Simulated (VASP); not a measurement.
# CaHg2S3 (Cmmm) in VASP: single point with PBEsol

Aim: the single point of CaHg2S3 with PBEsol.

Everything below comes from runs of VASP 6.6.1. Logs are shortened: lines on timing, memory, paths and dates and some standing lists are left out, and cuts for length are marked.

## Step 1: The cell of the first run

It takes space group Cmmm (No. 65, orthorhombic). Conventional cell: a = 5.204 Å, b = 11.505 Å, c = 4.840 Å, α = 90.00°, β = 90.00°, γ = 90.00°. Within 3.7 Å of Ca (site symmetry mmm) lie 8 S at 2.83 to 3.55 Å. Within 3.4 Å of Hg (site symmetry 2/m) lie 2 Hg at 2.60 Å and 6 S at 3.16 to 3.26 Å. Within 3.0 Å of S (site symmetry m2m) lie 3 S at 2.23 to 2.66 Å and 2 Ca at 2.83 Å. Within 3.6 Å of S (site symmetry mmm) lie 4 S at 2.66 Å and 4 Hg at 3.16 Å and 4 Ca at 3.55 Å.

## Step 2: Single point, PBEsol

The input, INCAR:

```
PREC     = Accurate       # precision mode
ENCUT    = 550            # plane-wave cutoff, eV
EDIFF    = 1E-6           # SCF threshold, eV
ISMEAR   = -1             # smearing method
SIGMA    = 0.03           # smearing width, eV
LREAL    = False          # projectors in reciprocal space
LASPH    = True           # aspherical terms in the spheres
NELM     = 120            # most SCF steps
ALGO     = Normal         # electronic algorithm
ISIF     = 2              # what is computed and relaxed
LWAVE    = False          # write WAVECAR
LCHARG   = False          # write CHGCAR
GGA      = PS             # functional
NBANDS   = 43             # bands
GGA_COMPAT= False
```

The input, KPOINTS:

```
Automatic mesh
0
Gamma
  4 4 4
```

The input, POSCAR:

```
CaHg2S3
1.0
    2.6019303961     -5.7525916935      0.0000000000
    2.6019303961      5.7525916935      0.0000000000
    0.0000000000      0.0000000000      4.8401800830
Ca Hg S
1 2 3
Direct
    0.5000000000      0.5000000000      0.0000000000
    0.0000000000      0.5000000000      0.5000000000
    0.5000000000      0.0000000000      0.5000000000
    0.0969917309      0.9030082691      0.0000000000
    0.9030082691      0.0969917309      0.0000000000
    0.0000000000      0.0000000000      0.5000000000
```

Potentials or basis: VASP PAW PBE potentials, release 64 (Ca_sv, Hg_sv_GW, S).

Started as:

```
> cat potpaw_PBE.64/Ca_sv/POTCAR potpaw_PBE.64/Hg_sv_GW/POTCAR potpaw_PBE.64/S/POTCAR > POTCAR
> mpirun -np 1 vasp_std > vasp.out
```

OUTCAR:

```text
PREC = Accurate
   ENCUT = 550
   EDIFF = 1E-6
   ISMEAR = -1
   LREAL = False
   LASPH = True
   NELM = 120
   ISIF = 2
   GGA = PS

 ion  position               nearest neighbor table
   1  0.500  0.500  0.000-   4 2.83   5 2.83   4 2.83   5 2.83
   2  0.000  0.500  0.500-   3 2.60   3 2.60
   3  0.500  0.000  0.500-   2 2.60   2 2.60
   4  0.097  0.903  0.000-   5 2.23   6 2.66   6 2.66   1 2.83   1 2.83
   5  0.903  0.097  0.000-   4 2.23   6 2.66   6 2.66   1 2.83   1 2.83
   6  0.000  0.000  0.500-   4 2.66   5 2.66   4 2.66   5 2.66

  LATTYP: Found a base centered orthorhombic cell.
 ALAT       =     5.2038607922
 B/A-ratio  =     2.2108937665
 C/A-ratio  =     0.9301132902

  Lattice vectors:

 A1 = (   2.6019303961,  -5.7525916935,   0.0000000000)
 A2 = (   2.6019303961,   5.7525916935,   0.0000000000)
 A3 = (   0.0000000000,   0.0000000000,   4.8401800830)

Analysis of symmetry for initial positions (statically):
=====================================================================
 Subroutine PRICEL returns:
 Original cell was already a primitive cell.

 Routine SETGRP: Setting up the symmetry group for a
 base centered orthorhombic supercell.

 Subroutine GETGRP returns: Found  8 space group operations
 (whereof  8 operations were pure point group operations)
 out of a pool of  8 trial point group operations.

The static configuration has the point symmetry D_2h.

Analysis of symmetry for dynamics (positions and initial velocities):
=====================================================================
 Subroutine PRICEL returns:
 Original cell was already a primitive cell.

 Routine SETGRP: Setting up the symmetry group for a
 base centered orthorhombic supercell.

 Subroutine GETGRP returns: Found  8 space group operations
 (whereof  8 operations were pure point group operations)
 out of a pool of  8 trial point group operations.

The dynamic configuration has the point symmetry D_2h.

 Subroutine INISYM returns: Found  8 space group operations
 (whereof  8 operations are pure point group operations),
 and found     1 'primitive' translations

----------------------------------------------------------------------------------------

                                     Primitive cell

  volume of cell :     144.8941

  direct lattice vectors                    reciprocal lattice vectors
     2.601930396 -5.752591694  0.000000000     0.192165017 -0.086917346  0.000000000
     2.601930396  5.752591694  0.000000000     0.192165017  0.086917346  0.000000000
     0.000000000  0.000000000  4.840180083     0.000000000  0.000000000  0.206603883

  length of vectors
     6.313663990  6.313663990  4.840180083     0.210907607  0.210907607  0.206603883

  position of ions in fractional coordinates (direct lattice)
     0.500000000  0.500000000  0.000000000
     0.000000000  0.500000000  0.500000000
     0.500000000  0.000000000  0.500000000
     0.096991731  0.903008269  0.000000000
     0.903008269  0.096991731  0.000000000
     0.000000000  0.000000000  0.500000000

  ion indices of the primitive-cell ions
   primitive index   ion index
                 1           1
                 2           2
                 3           3
                 4           4
                 5           5
                 6           6

----------------------------------------------------------------------------------------

 KPOINTS: Automatic mesh

Automatic generation of k-mesh.
 Grid dimensions read from file:
 generate k-points for:    4    4    4

 Generating k-lattice:

  Cartesian coordinates                     Fractional coordinates (reciprocal lattice)
     0.048041254 -0.021729336  0.000000000     0.250000000  0.000000000  0.000000000
     0.048041254  0.021729336  0.000000000     0.000000000  0.250000000  0.000000000
     0.000000000  0.000000000  0.051650971     0.000000000  0.000000000  0.250000000

  Length of vectors
     0.052726902  0.052726902  0.051650971

  Shift w.r.t. Gamma in fractional coordinates (k-lattice)
     0.000000000  0.000000000  0.000000000

 Subroutine IBZKPT returns following result:
 ===========================================

 Found     21 irreducible k-points:

 Following reciprocal coordinates:
            Coordinates               Weight
  0.000000  0.000000  0.000000      1.000000
  0.250000  0.000000  0.000000      4.000000
  0.500000  0.000000  0.000000      2.000000
  0.250000  0.250000  0.000000      2.000000
  0.500000  0.250000  0.000000      4.000000
 -0.250000  0.250000  0.000000      2.000000
[... 13 lines left out ...]
 -0.250000  0.250000  0.500000      2.000000
  0.500000  0.500000  0.500000      1.000000
   k-points           NKPTS =     21   k-points in BZ     NKDIM =     21   number of bands    NBANDS=     43
   number of dos      NEDOS =    301   number of ions     NIONS =      6
   total plane-waves  NPLWV =  92160
   dimension x,y,z NGX =    48 NGY =   48 NGZ =   40
   dimension x,y,z NGXF=    96 NGYF=   96 NGZF=   80
   ions per type =               1   2   3
   NGX,Y,Z   is equivalent  to a cutoff of  12.64, 12.64, 13.74 a.u.
   NGXF,Y,Z  is equivalent  to a cutoff of  25.28, 25.28, 27.48 a.u.
 SYSTEM =  unknown system
   PREC   = accura    normal or accurate (medium, high low for compatibility)
   ISTART =      0    job   : 0-new  1-cont  2-samecut
   ICHARG =      2    charge: 1-file 2-atom 10-const
   ISPIN  =      1    spin polarized calculation?
   LNONCOLLINEAR =      F non collinear calculations
   LSORBIT =      F    spin-orbit coupling
   LASPH  =      T    aspherical Exc in radial PAW
   ENCUT  =  550.0 eV  40.42 Ry    6.36 a.u.  12.07 12.07  9.26*2*pi/ulx,y,z
   NELM   =    120;   NELMIN=  2; NELMDL= -5     # of ELM steps
   EDIFF  = 0.1E-05   stopping-criterion for ELM
   LREAL  =      F    real-space projection
   EDIFFG = 0.1E-04   stopping-criterion for IOM
   NSW    =      0    number of steps for IOM
   IBRION =     -1    ionic relax: 0-MD 1-quasi-New 2-CG
   NFREE  =      0    steps in history (QN), initial steepest desc. (CG)
   ISIF   =      2    stress and relaxation
   ISYM   =      2    0-nonsym 1-usesym 2-fastsym
   POTIM  = 0.5000    time-step for ionic-motion
   TEBEG  =    0.0;   TEEND  =   0.0 temperature during run
   PSTRESS=    0.0 pullay stress
   NELECT =      68.0000    total number of electrons
   NUPDOWN=      -1.0000    fix difference up-down
   EMIN   =  10.00;   EMAX   =-10.00  energy-range for DOS
   EFERMI =   0.00;   METHOD = LEGACY
   ISMEAR =    -1;   SIGMA  =   0.03  broadening in eV -4-tet -1-fermi 0-gaus
   EFERMI_NEDOS =   21; number of points for ismear=-14 and -15
   IALGO  =     38    algorithm
   IMIX   =      4    mixing-type and parameters
     AMIX     =   0.40;   BMIX     =  1.00
     AMIX_MAG =   1.60;   BMIX_MAG =  1.00
  volume/ion in A,a.u.               =      24.15       162.97
  Fermi-wavevector in a.u.,A,eV,Ry     =   1.272216  2.404140 22.021489  1.618534
  Thomas-Fermi vector in A             =   2.405107
   LORBIT       =      0    0 simple, 1 ext, 2 COOP (PROOUT), +10 PAW based schemes
   GGA     = PS    functional components
   LHFCALC =     F    Hartree Fock is set to
   AEXX    =    0.0000 exact exchange contribution
   IVDW    =     0    specifies the selected vdW correction
   LEPSILON=     F    determine dielectric tensor
   LRPA    =     F    only Hartree local field effects (RPA)
 non-spin polarized calculation
  energy-cutoff  :      550.00
  volume of cell :      144.89
 maximum number of plane-waves:      4265
   NGX = 25   NGY = 25   NGZ = 19

 number of electron      67.9999996 magnetization

 Free energy of the ion-electron system (eV)
  ---------------------------------------------------
  ext. energy  EPLUGINS =         0.00000000
  ---------------------------------------------------
  free energy    TOTEN  =       -17.76274045 eV

  energy without entropy =      -17.75830773  energy(sigma->0) =      -17.76052409

 E-fermi :   4.6421     XC(G=0):  -9.8224

 val. band max:        4.6139109707   @ k =  -0.2500   0.2500   0.5000
 cond. band min:       4.7032758061   @ k =   0.5000   0.0000   0.5000
 fundamental gap:      0.0893648354
 Fermi energy:         4.6420605442

 k-point     1 :       0.0000    0.0000    0.0000
  band No.  band energies     occupation
      1    -110.3908      2.00000
      2    -110.3781      2.00000
      3     -58.9155      2.00000
      4     -58.6534      2.00000
      5     -58.6518      2.00000
      6     -58.6293      2.00000
[... 35 lines left out ...]
     42       8.4744      0.00000
     43       8.5746      0.00000

 k-point     2 :       0.2500    0.0000    0.0000
  band No.  band energies     occupation
      1    -110.3890      2.00000
      2    -110.3800      2.00000
      3     -58.8767      2.00000
      4     -58.6887      2.00000
      5     -58.6499      2.00000
      6     -58.6329      2.00000
[... 35 lines left out ...]
     42       8.7688      0.00000
     43       8.8005      0.00000

 k-point     3 :       0.5000    0.0000    0.0000
  band No.  band energies     occupation
      1    -110.3845      2.00000
      2    -110.3845      2.00000
      3     -58.7824      2.00000
      4     -58.7824      2.00000
      5     -58.6414      2.00000
      6     -58.6414      2.00000
[... 35 lines left out ...]
     42       8.2137      0.00000
     43       8.3401      0.00000

 k-point     4 :       0.2500    0.2500    0.0000
  band No.  band energies     occupation
      1    -110.3845      2.00000
      2    -110.3845      2.00000
      3     -58.7824      2.00000
      4     -58.7824      2.00000
      5     -58.6414      2.00000
      6     -58.6414      2.00000
[... 725 lines left out ...]
     42       8.1016      0.00000
     43       8.7146      0.00000

 k-point    20 :      -0.2500    0.2500    0.5000
  band No.  band energies     occupation
      1    -110.3908      2.00000
      2    -110.3781      2.00000
      3     -58.9156      2.00000
      4     -58.6533      2.00000
      5     -58.6517      2.00000
      6     -58.6295      2.00000
[... 35 lines left out ...]
     42       8.1457      0.00000
     43       8.3458      0.00000

 k-point    21 :       0.5000    0.5000    0.5000
  band No.  band energies     occupation
      1    -110.3908      2.00000
      2    -110.3781      2.00000
      3     -58.9156      2.00000
      4     -58.6533      2.00000
      5     -58.6518      2.00000
      6     -58.6295      2.00000
[... 35 lines left out ...]
     42       8.2536      0.00000
     43       8.2767      0.00000

------------------------ aborting loop because EDIFF is reached ----------------------------------------

  FORCE on cell =-STRESS in cart. coord.  units (eV):
  Direction    XX          YY          ZZ          XY          YZ          ZX
  --------------------------------------------------------------------------------------
  -------------------------------------------------------------------------------------
  Total        0.0880721     -0.1683623     -0.0233405      0.0000000      0.0000000      0.0000000
  in kB        0.9738637     -1.8616785     -0.2580891      0.0000000      0.0000000      0.0000000
  external PRESSURE =      -0.3819679 kB  Pullay stress =       0.0000000 kB

 VOLUME and BASIS-vectors are now :
 -----------------------------------------------------------------------------
  energy-cutoff  :      550.00
  volume of cell :      144.89
      direct lattice vectors                 reciprocal lattice vectors
     2.601930396 -5.752591694  0.000000000     0.192165017 -0.086917346  0.000000000
     2.601930396  5.752591694  0.000000000     0.192165017  0.086917346  0.000000000
     0.000000000  0.000000000  4.840180083     0.000000000  0.000000000  0.206603883

 POSITION                                       TOTAL-FORCE (eV/Angst)
 -----------------------------------------------------------------------------------
      2.60193      0.00000      0.00000         0.000000     -0.000000      0.000000
      1.30097      2.87630      2.42009         0.000000     -0.000000      0.000000
      1.30097     -2.87630      2.42009         0.000000     -0.000000      0.000000
      2.60193      4.63668      0.00000         0.000000      0.046143     -0.000000
      2.60193     -4.63668      0.00000         0.000000     -0.046143      0.000000
      0.00000      0.00000      2.42009         0.000000     -0.000000      0.000000
 -----------------------------------------------------------------------------------
    total drift:                                0.000000      0.000000     -0.000000

  FREE ENERGIE OF THE ION-ELECTRON SYSTEM (eV)
  ---------------------------------------------------
  free  energy   TOTEN  =       -17.7627404527 eV

  energy  without entropy=      -17.7583077273  energy(sigma->0) =      -17.76052409
```

Wall time 2.2 min (1 thread of AMD EPYC 7R43 (Zen 3), shared host); peak memory 0.36 GiB.

What came out:

```
Free energy            : -17.7627 eV
Pressure               : 0.0 GPa
Largest force          : 0.046 eV/Å
Band gap on the k mesh : zero (bands 34 and 35 overlap by 0.65 eV)
```

Forces in eV/Å, atoms in the order of the input:
```
Ca   0.000  0.000  0.000
Hg   0.000  0.000  0.000
Hg   0.000  0.000  0.000
S    0.000  0.046  0.000
S    0.000 -0.046  0.000
S    0.000  0.000  0.000
```

Caveat: semilocal functionals underestimate gaps, and a narrow one can read as zero; the PAW data sets were made with another functional, which shifts forces and pressure a little; spin-orbit coupling is left out, which moves the levels of the heavy elements.

The gap in the log of VASP goes by the Fermi energy; the results here count the filled bands.